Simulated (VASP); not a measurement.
MgO, 2 atoms in the cell. It takes space group Fm-3m (No. 225, cubic). The conventional cell has a = 4.204 Å, b = 4.204 Å, c = 4.204 Å, α = 90.00°, β = 90.00°, γ = 90.00°. Within 2.8 Å of Mg (site symmetry m-3m) lie 6 O at 2.10 Å. O (site symmetry m-3m) has 6 Mg at 2.10 Å within 2.8 Å. 

```yaml
Program: VASP 6.6.1
Task: single point
Functional: r2SCAN
Potentials_or_basis: VASP PAW PBE potentials, release 64 (Mg_sv, O)
Cutoff: 750 eV
k_mesh: 10 × 10 × 10
Occupations: gaussian, width 0.02 eV
Spin: no spin polarisation
Dipole_correction: no
Mended: yes
Further_INCAR_settings: ALGO = Normal; EDIFF = 1e-06; NBANDS = 15
```

Potentials or basis: VASP PAW PBE potentials, release 64 (Mg_sv, O).

Command:

```sh
$ cat potpaw_PBE.64/Mg_sv/POTCAR potpaw_PBE.64/O/POTCAR > POTCAR
$ cp INCAR.step1 INCAR
$ mpirun -np 1 vasp_std > vasp.out
$ cp INCAR.step2 INCAR
$ mpirun -np 1 vasp_std > vasp.out
```

Hardware: 1 thread of Intel(R) Xeon(R) 6975P-C (Granite Rapids), with other jobs on the host.

Problem. Estimate the wall time of this run.

Solution. It took 40 s on 1 thread of Intel(R) Xeon(R) 6975P-C (Granite Rapids), on a shared host, peak memory 0.17 GiB. Counts: k points 47.
